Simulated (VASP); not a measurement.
# Ca (P6/mmm) in VASP: a series of runs

Runs on Ca. Level: LDA. Tasks: relaxation of cell and atoms.

Program: VASP 6.6.1. These are calculated values, not measurements. Logs are shortened: lines on timing, memory, paths and dates and some standing lists are left out, and cuts for length are marked.

**1. The cell of the first run**

It takes space group P6/mmm (No. 191, hexagonal). Conventional cell: a = 3.514 Å, b = 3.514 Å, c = 3.232 Å, α = 90.00°, β = 90.00°, γ = 120.00°. Within 4.3 Å of Ca (site symmetry 6/mmm) lie 8 Ca at 3.23 to 3.51 Å.

This isn't the form of Ca at room conditions, which is fcc.

**2. Relaxation of cell and atoms, LDA, target pressure 1.6 GPa, at which the enthalpy is minimised**

Contents of INCAR:

```
SYSTEM = Ca
PREC = Accurate ; ENCUT = 600
EDIFF = 1E-6 ; ISMEAR = -1
SIGMA = 0.08 ; LREAL = .False.
LASPH = .True. ; NELM = 60
ALGO = Normal ; ISIF = 3
LWAVE = .False. ; LCHARG = .False.
GGA = CA ; IBRION = 2
NSW = 32 ; EDIFFG = -0.005
PSTRESS = 16.0
```

Contents of KPOINTS:

```
regular mesh
0
Gamma
  12 12 12
  0 0 0
```

Contents of POSCAR:

```
Ca
1.0
    3.5136156505      0.0000000000      0.0000000000
   -1.7568078252      3.0428804124      0.0000000000
    0.0000000000      0.0000000000      3.2321223029
Ca
1
Direct
    0.0000000000      0.0000000000      0.0000000000
```

Potentials or basis: VASP PAW LDA potentials, release 64 (Ca_sv).

Started as:

```bash
$ cat potpaw_LDA.64/Ca_sv/POTCAR > POTCAR
$ mpirun -np 1 vasp_std > vasp.out
```

OUTCAR:

```text
SYSTEM = Ca
   PREC = Accurate
   ENCUT = 600
   EDIFF = 1E-6
   ISMEAR = -1
   LREAL = .False.
   LASPH = .True.
   NELM = 60
   ISIF = 3
   GGA = CA
   IBRION = 2
   NSW = 32
   EDIFFG = -0.005
   PSTRESS = 16.0

 ion  position               nearest neighbor table
   1  0.000  0.000  0.000-

  LATTYP: Found a hexagonal cell.
 ALAT       =     3.5136156505
 C/A-ratio  =     0.9198849915

  Lattice vectors:

 A1 = (   3.5136156505,   0.0000000000,   0.0000000000)
 A2 = (  -1.7568078252,   3.0428804124,   0.0000000000)
 A3 = (   0.0000000000,   0.0000000000,   3.2321223029)

Analysis of symmetry for initial positions (statically):
=====================================================================
 Subroutine PRICEL returns:
 Original cell was already a primitive cell.

 Routine SETGRP: Setting up the symmetry group for a
 hexagonal supercell.

 Subroutine GETGRP returns: Found 24 space group operations
 (whereof 24 operations were pure point group operations)
 out of a pool of 24 trial point group operations.

The static configuration has the point symmetry D_6h.

Analysis of symmetry for dynamics (positions and initial velocities):
=====================================================================
 Subroutine PRICEL returns:
 Original cell was already a primitive cell.

 Routine SETGRP: Setting up the symmetry group for a
 hexagonal supercell.

 Subroutine GETGRP returns: Found 24 space group operations
 (whereof 24 operations were pure point group operations)
 out of a pool of 24 trial point group operations.

The dynamic configuration has the point symmetry D_6h.

 Subroutine INISYM returns: Found 24 space group operations
 (whereof 24 operations are pure point group operations),
 and found     1 'primitive' translations

----------------------------------------------------------------------------------------

                                     Primitive cell

  volume of cell :      34.5563

  direct lattice vectors                    reciprocal lattice vectors
     3.513615650  0.000000000  0.000000000     0.284607111  0.164317992  0.000000000
    -1.756807825  3.042880412  0.000000000     0.000000000  0.328635984  0.000000000
     0.000000000  0.000000000  3.232122303     0.000000000  0.000000000  0.309394233

  length of vectors
     3.513615650  3.513615650  3.232122303     0.328635984  0.328635984  0.309394233

  position of ions in fractional coordinates (direct lattice)
     0.000000000  0.000000000  0.000000000

  ion indices of the primitive-cell ions
   primitive index   ion index
                 1           1

----------------------------------------------------------------------------------------

 KPOINTS: regular mesh

Automatic generation of k-mesh.
 Grid dimensions read from file:
 generate k-points for:   12   12   12

 Generating k-lattice:

  Cartesian coordinates                     Fractional coordinates (reciprocal lattice)
     0.023717259  0.013693166  0.000000000     0.083333333  0.000000000  0.000000000
     0.000000000  0.027386332  0.000000000     0.000000000  0.083333333  0.000000000
     0.000000000  0.000000000  0.025782853     0.000000000  0.000000000  0.083333333

  Length of vectors
     0.027386332  0.027386332  0.025782853

  Shift w.r.t. Gamma in fractional coordinates (k-lattice)
     0.000000000  0.000000000  0.000000000

 Subroutine IBZKPT returns following result:
 ===========================================

 Found    133 irreducible k-points:

 Following reciprocal coordinates:
            Coordinates               Weight
  0.000000  0.000000  0.000000      1.000000
  0.083333  0.000000  0.000000      6.000000
  0.166667  0.000000  0.000000      6.000000
  0.250000  0.000000  0.000000      6.000000
  0.333333 -0.000000  0.000000      6.000000
  0.416667 -0.000000  0.000000      6.000000
[... 16 lines left out ...]
  0.250000  0.000000  0.083333     12.000000
  0.333333 -0.000000  0.083333     12.000000
 [... further k-points ...]
   k-points           NKPTS =    133   k-points in BZ     NKDIM =    133   number of bands    NBANDS=      9
   number of dos      NEDOS =    301   number of ions     NIONS =      1
   total plane-waves  NPLWV =  21952
   dimension x,y,z NGX =    28 NGY =   28 NGZ =   28
   dimension x,y,z NGXF=    56 NGYF=   56 NGZF=   56
   ions per type =               1
   NGX,Y,Z   is equivalent  to a cutoff of  13.25, 13.25, 14.40 a.u.
   NGXF,Y,Z  is equivalent  to a cutoff of  26.50, 26.50, 28.80 a.u.
 SYSTEM =  Ca
   PREC   = accura    normal or accurate (medium, high low for compatibility)
   ISTART =      0    job   : 0-new  1-cont  2-samecut
   ICHARG =      2    charge: 1-file 2-atom 10-const
   ISPIN  =      1    spin polarized calculation?
   LNONCOLLINEAR =      F non collinear calculations
   LSORBIT =      F    spin-orbit coupling
   LASPH  =      T    aspherical Exc in radial PAW
   ENCUT  =  600.0 eV  44.10 Ry    6.64 a.u.   7.02  7.02  6.46*2*pi/ulx,y,z
   NELM   =     60;   NELMIN=  2; NELMDL= -5     # of ELM steps
   EDIFF  = 0.1E-05   stopping-criterion for ELM
   LREAL  =      F    real-space projection
   EDIFFG = -.5E-02   stopping-criterion for IOM
   NSW    =     32    number of steps for IOM
   IBRION =      2    ionic relax: 0-MD 1-quasi-New 2-CG
   NFREE  =      1    steps in history (QN), initial steepest desc. (CG)
   ISIF   =      3    stress and relaxation
   ISYM   =      2    0-nonsym 1-usesym 2-fastsym
   POTIM  = 0.5000    time-step for ionic-motion
   TEBEG  =    0.0;   TEEND  =   0.0 temperature during run
   PSTRESS=   16.0 pullay stress
   NELECT =      10.0000    total number of electrons
   NUPDOWN=      -1.0000    fix difference up-down
   EMIN   =  10.00;   EMAX   =-10.00  energy-range for DOS
   EFERMI =   0.00;   METHOD = LEGACY
   ISMEAR =    -1;   SIGMA  =   0.08  broadening in eV -4-tet -1-fermi 0-gaus
   EFERMI_NEDOS =   21; number of points for ismear=-14 and -15
   IALGO  =     38    algorithm
   IMIX   =      4    mixing-type and parameters
     AMIX     =   0.40;   BMIX     =  1.00
     AMIX_MAG =   1.60;   BMIX_MAG =  1.00
  volume/ion in A,a.u.               =      34.56       233.20
  Fermi-wavevector in a.u.,A,eV,Ry     =   1.082844  2.046278 15.953524  1.172551
  Thomas-Fermi vector in A             =   2.218895
   LORBIT       =      0    0 simple, 1 ext, 2 COOP (PROOUT), +10 PAW based schemes
   GGA     = CA    functional components
   LHFCALC =     F    Hartree Fock is set to
   AEXX    =    0.0000 exact exchange contribution
   IVDW    =     0    specifies the selected vdW correction
   LEPSILON=     F    determine dielectric tensor
   LRPA    =     F    only Hartree local field effects (RPA)
 conjugate gradient relaxation of ions
 non-spin polarized calculation
  energy-cutoff  :      600.00
  volume of cell :       34.56
 maximum number of plane-waves:      1168
 NGX is ok and might be reduce to    28
   NGX = 13   NGY = 13   NGZ = 13

 number of electron      10.0000001 magnetization

 Free energy of the ion-electron system (eV)
  ---------------------------------------------------
  ext. energy  EPLUGINS =         0.00000000
  ---------------------------------------------------
  free energy    TOTEN  =        -1.98205461 eV

  energy without entropy =       -1.96105762  energy(sigma->0) =       -1.97155612

 E-fermi :   2.5267     XC(G=0):  -8.6256

 val. band max:        2.4950505006   @ k =   0.5000   0.0000   0.1667
 cond. band min:       2.5347756347   @ k =   0.3333   0.2500   0.3333
 fundamental gap:      0.0397251341
 Fermi energy:         2.5267008529

 k-point     1 :       0.0000    0.0000    0.0000
  band No.  band energies     occupation
      1     -38.6855      2.00000
      2     -19.8315      2.00000
      3     -19.8315      2.00000
      4     -19.7589      2.00000
      5      -1.6737      2.00000
      6       3.3315      0.00009
      7       4.9733      0.00000
      8       4.9733      0.00000
      9       7.4372      0.00000

 k-point     2 :       0.0833    0.0000    0.0000
  band No.  band energies     occupation
      1     -38.6828      2.00000
      2     -19.8543      2.00000
      3     -19.8366      2.00000
      4     -19.7566      2.00000
      5      -1.5359      2.00000
      6       3.3783      0.00005
      7       4.7909      0.00000
      8       5.0851      0.00000
      9       7.3097      0.00000

 k-point     3 :       0.1667    0.0000    0.0000
  band No.  band energies     occupation
      1     -38.6755      2.00000
      2     -19.9163      2.00000
      3     -19.8507      2.00000
      4     -19.7503      2.00000
      5      -1.1362      2.00000
      6       3.4991      0.00001
      7       4.3457      0.00000
      8       5.4108      0.00000
      9       6.9885      0.00000

 k-point     4 :       0.2500    0.0000    0.0000
  band No.  band energies     occupation
      1     -38.6655      2.00000
      2     -19.9997      2.00000
      3     -19.8698      2.00000
      4     -19.7416      2.00000
      5      -0.5151      2.00000
      6       3.6096      0.00000
      7       3.8464      0.00000
      8       5.9196      0.00000
      9       6.6245      0.00000

 k-point     5 :       0.3333   -0.0000    0.0000
  band No.  band energies     occupation
      1     -38.6554      2.00000
      2     -20.0817      2.00000
      3     -19.8888      2.00000
      4     -19.7330      2.00000
      5       0.2548      2.00000
      6       3.2882      0.00015
      7       3.7431      0.00000
      8       6.3139      0.00000
      9       6.5471      0.00000

 k-point     6 :       0.4167   -0.0000    0.0000
  band No.  band energies     occupation
      1     -38.6480      2.00000
      2     -20.1408      2.00000
      3     -19.9027      2.00000
      4     -19.7267      2.00000
      5       1.0387      2.00000
      6       2.8766      0.02489
      7       3.6684      0.00000
      8       6.1106      0.00000
      9       7.1799      0.00000
[... 169 lines left out ...]
 k-point    21 :       0.0833    0.0000    0.0833
  band No.  band energies     occupation
      1     -38.6794      2.00000
      2     -19.8514      2.00000
      3     -19.8337      2.00000
      4     -19.7893      2.00000
      5      -1.4172      2.00000
      6       3.4428      0.00002
      7       4.8247      0.00000
      8       5.1151      0.00000
      9       7.2053      0.00000

 k-point    22 :       0.1667    0.0000    0.0833
  band No.  band energies     occupation
      1     -38.6721      2.00000
      2     -19.9131      2.00000
      3     -19.8477      2.00000
      4     -19.7826      2.00000
      5      -1.0211      2.00000
      6       3.5744      0.00000
      7       4.3850      0.00000
      8       5.4374      0.00000
      9       6.8150      0.00000

 k-point    23 :       0.2500    0.0000    0.0833
  band No.  band energies     occupation
      1     -38.6620      2.00000
      2     -19.9960      2.00000
      3     -19.8668      2.00000
      4     -19.7734      2.00000
      5      -0.4067      2.00000
      6       3.6821      0.00000
      7       3.9082      0.00000
      8       5.9376      0.00000
      9       6.4368      0.00000

 k-point    24 :       0.3333   -0.0000    0.0833
  band No.  band energies     occupation
      1     -38.6520      2.00000
      2     -20.0776      2.00000
      3     -19.8857      2.00000
      4     -19.7643      2.00000
      5       0.3542      2.00000
      6       3.3128      0.00011
      7       3.8599      0.00000
      8       6.1563      0.00000
      9       6.5391      0.00000

 [... further k-points ...]

------------------------ aborting loop because EDIFF is reached ----------------------------------------

  FORCE on cell =-STRESS in cart. coord.  units (eV):
  Direction    XX          YY          ZZ          XY          YZ          ZX
  --------------------------------------------------------------------------------------
  -------------------------------------------------------------------------------------
  Total        0.3465053      0.3465053      0.3433009      0.0000000      0.0000000      0.0000000
  in kB       16.0654722     16.0654722     15.9169041      0.0000000      0.0000000      0.0000000
  external PRESSURE =       0.0159495 kB  Pullay stress =      16.0000000 kB

 VOLUME and BASIS-vectors are now :
 -----------------------------------------------------------------------------
  energy-cutoff  :      600.00
  volume of cell :       34.56
      direct lattice vectors                 reciprocal lattice vectors
     3.513615650  0.000000000  0.000000000     0.284607111  0.164317992  0.000000000
    -1.756807825  3.042880412  0.000000000     0.000000000  0.328635984  0.000000000
     0.000000000  0.000000000  3.232122303     0.000000000  0.000000000  0.309394233

 POSITION                                       TOTAL-FORCE (eV/Angst)
 -----------------------------------------------------------------------------------
      0.00000      0.00000      0.00000         0.000000      0.000000      0.000000
 -----------------------------------------------------------------------------------
    total drift:                               -0.000000      0.000000     -0.000000

  FREE ENERGIE OF THE ION-ELECTRON SYSTEM (eV)
  ---------------------------------------------------
  free  energy   TOTEN  =        -1.9820546123 eV

  energy  without entropy=       -1.9610576205  energy(sigma->0) =       -1.97155612

  enthalpy is  TOTEN    =        -1.6369614743 eV   P V=        0.3450931381

 reached required accuracy - stopping structural energy minimisation
```

Run time: 42 s. Hardware: 1 thread of Oxide Virtual Turin-like, shared host; peak memory 0.15 GiB.

Results:

```yaml
Free_energy: -1.9821 eV
Pressure_after_relaxing: 1.6 GPa
Band_gap_on_the_k_mesh: zero (bands 5 and 6 overlap by 0.81 eV)
```

Final structure:
```
Ca
1.0
     3.51362    0.00000    0.00000
    -1.75681    3.04288    0.00000
     0.00000    0.00000    3.23212
Ca
1
Direct
  0.00000 0.00000 0.00000
```

Levels at points of the mesh, in eV from the Fermi level:
```
           k point  band 1  band 2  band 3  band 4  band 5  band 6  band 7  band 8  band 9
(0.00, 0.00, 0.00)  -41.21  -22.36  -22.36  -22.29   -4.20    0.80    2.45    2.45    4.91
(0.50, 0.00, 0.00)  -41.17  -22.69  -22.43  -22.25   -1.06    0.10    1.07    3.51    4.66
(0.00, 0.00, 0.50)  -41.16  -22.76  -22.32  -22.32   -1.17   -0.24    2.95    2.95    3.32
(0.50, 0.00, 0.50)  -41.12  -22.70  -22.62  -22.39   -0.50    0.73    2.63    3.61    3.81
```

Caveat: the cell is relaxed towards a set pressure, so the run minimises the enthalpy, not the energy.

**3. Relaxation of cell and atoms, LDA, target pressure 1.6 GPa, at which the enthalpy is minimised**

This run uses another cell than the first one, of 36.52 Å³/atom.

Contents of INCAR:

```
PREC = Accurate
ENCUT = 600
EDIFF = 1E-6
ISMEAR = -1
SIGMA = 0.08
LREAL = False
LASPH = True
NELM = 60
ALGO = Normal
ISIF = 3
LWAVE = False
LCHARG = False
GGA = CA
IBRION = 2
NSW = 60
EDIFFG = -0.005
PSTRESS = 16.0
```

Contents of KPOINTS:

```
regular mesh
0
Gamma
  12 12 12
```

Contents of POSCAR:

```
Ca
1.0
    3.5531733740      0.0000000000      0.0000000000
   -1.7765866870      3.0771384060      0.0000000000
    0.0000000000      0.0000000000      3.3399829716
Ca
1
Direct
    0.0000000000      0.0000000000      0.0000000000
```

Potentials or basis: VASP PAW LDA potentials, release 64 (Ca_sv).

Started as:

```bash
$ cat potpaw_LDA.64/Ca_sv/POTCAR > POTCAR
$ mpirun -np 1 vasp_std > vasp.out
```

Run time: 3.4 min. Hardware: 1 thread of Oxide Virtual Turin-like, shared host; peak memory 0.16 GiB.

It converged, with:

| Quantity | Value |
| --- | --- |
| Free energy | -1.9828 eV |
| Relaxed volume | 34.61 Å³/atom |
| Relaxed cell | a = 3.515 Å, b = 3.515 Å, c = 3.234 Å, α = 90.00°, β = 90.00°, γ = 120.00° |
| Space group after relaxing (to 0.1 Å) | P6/mmm (No. 191) |
| Energy change on relaxing (the run minimises the enthalpy) | +10.6 meV/atom |
| Ionic steps | 9 |
| Pressure after relaxing | 1.6 GPa |
| Band gap on the k mesh | zero (bands 5 and 6 overlap by 0.81 eV) |

Step by step:
```tsv
step	energy change (eV)	largest force (eV/Å)	pressure (GPa)	volume (Å³)
1	0.0000	0.0000	0.65	36.52
2	0.0041	0.0000	1.17	35.38
3	0.0089	0.0000	1.46	34.81
4	0.0086	0.0000	1.46	34.84
5	0.0082	0.0000	1.44	34.88
6	0.0102	0.0000	1.57	34.66
7	0.0102	0.0000	1.58	34.66
8	0.0101	0.0000	1.56	34.66
9	0.0106	0.0000	1.59	34.61
```

Final structure:
```xyz
1
Lattice="3.5154 0.0000 0.0000 -1.7577 3.0444 0.0000 0.0000 0.0000 3.2342" Properties=species:S:1:pos:R:3 pbc="T T T"
Ca    3.5154    0.0000    3.2342
```

Levels at points of the mesh, in eV from the Fermi level:
| k point | band 1 | band 2 | band 3 | band 4 | band 5 | band 6 | band 7 | band 8 | band 9 |
| --- | --- | --- | --- | --- | --- | --- | --- | --- | --- |
| (0.00, 0.00, 0.00) | -41.22 | -22.36 | -22.36 | -22.29 | -4.20 | 0.81 | 2.44 | 2.44 | 4.90 |
| (0.50, 0.00, 0.00) | -41.18 | -22.69 | -22.44 | -22.26 | -1.06 | 0.10 | 1.07 | 3.51 | 4.63 |
| (0.00, 0.00, 0.50) | -41.16 | -22.76 | -22.32 | -22.32 | -1.17 | -0.24 | 2.95 | 2.95 | 3.32 |
| (0.50, 0.00, 0.50) | -41.13 | -22.70 | -22.62 | -22.39 | -0.50 | 0.73 | 2.63 | 3.61 | 3.80 |

Caveat: the cell is relaxed towards a set pressure, so the run minimises the enthalpy, not the energy.

The gap in the log of VASP goes by the Fermi energy; the results here count the filled bands.